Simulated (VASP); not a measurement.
A run of VASP 6.6.1 is set up as follows.

The input INCAR:

```
  PREC = Accurate
  ENCUT = 520
  EDIFF = 1E-8
  ISMEAR = -1
  SIGMA = 0.02
  LREAL = Auto
  LASPH = T
  NELM = 100
  ALGO = Normal
  ISIF = 2
  LWAVE = F
  LCHARG = F
  GGA = PE
  LEFG = T
  NBANDS = 114
```

KPOINTS

```
regular mesh
0
Gamma
  5 3 4
```

Contents of POSCAR:

```
TiO2
1.0
    5.1450000000      0.0000000000      0.0000000000
    0.0000000000      9.1850000000      0.0000000000
    0.0000000000      0.0000000000      5.4470000000
Ti O
8 16
Direct
    0.1270000000      0.1270000000      0.8870000000
    0.6270000000      0.3730000000      0.1130000000
    0.8730000000      0.6270000000      0.6130000000
    0.3730000000      0.8730000000      0.3870000000
    0.8730000000      0.8730000000      0.1130000000
    0.3730000000      0.6270000000      0.8870000000
    0.1270000000      0.3730000000      0.3870000000
    0.6270000000      0.1270000000      0.6130000000
    0.4650000000      0.2300000000      0.8950000000
    0.9650000000      0.2700000000      0.1050000000
    0.5350000000      0.7300000000      0.6050000000
    0.0350000000      0.7700000000      0.3950000000
    0.5350000000      0.7700000000      0.1050000000
    0.0350000000      0.7300000000      0.8950000000
    0.4650000000      0.2700000000      0.3950000000
    0.9650000000      0.2300000000      0.6050000000
    0.8200000000      0.0100000000      0.8450000000
    0.3200000000      0.4900000000      0.1550000000
    0.1800000000      0.5100000000      0.6550000000
    0.6800000000      0.9900000000      0.3450000000
    0.1800000000      0.9900000000      0.1550000000
    0.6800000000      0.5100000000      0.8450000000
    0.8200000000      0.4900000000      0.3450000000
    0.3200000000      0.0100000000      0.6550000000
```

Potentials or basis: VASP PAW PBE potentials, release 64 (Ti_sv, O).

Launch:

```bash
$ cat potpaw_PBE.64/Ti_sv/POTCAR potpaw_PBE.64/O/POTCAR > POTCAR
$ mpirun -np 1 vasp_std > vasp.out
```

Task: What does it give for the largest force?

Result: 0.867 eV/Å.

Task: Predict the band gap on the k mesh.

Result: 2.13 eV, direct.

Stress tensor (GPa, compression positive):
```
8.09 0.00 0.00
0.00 5.32 0.00
0.00 0.00 4.80
```

Caveat: without QUAD_EFG the Cq values of the log hold for a quadrupole moment of 1 mb, not for the nuclei. A k mesh can miss the band edges.
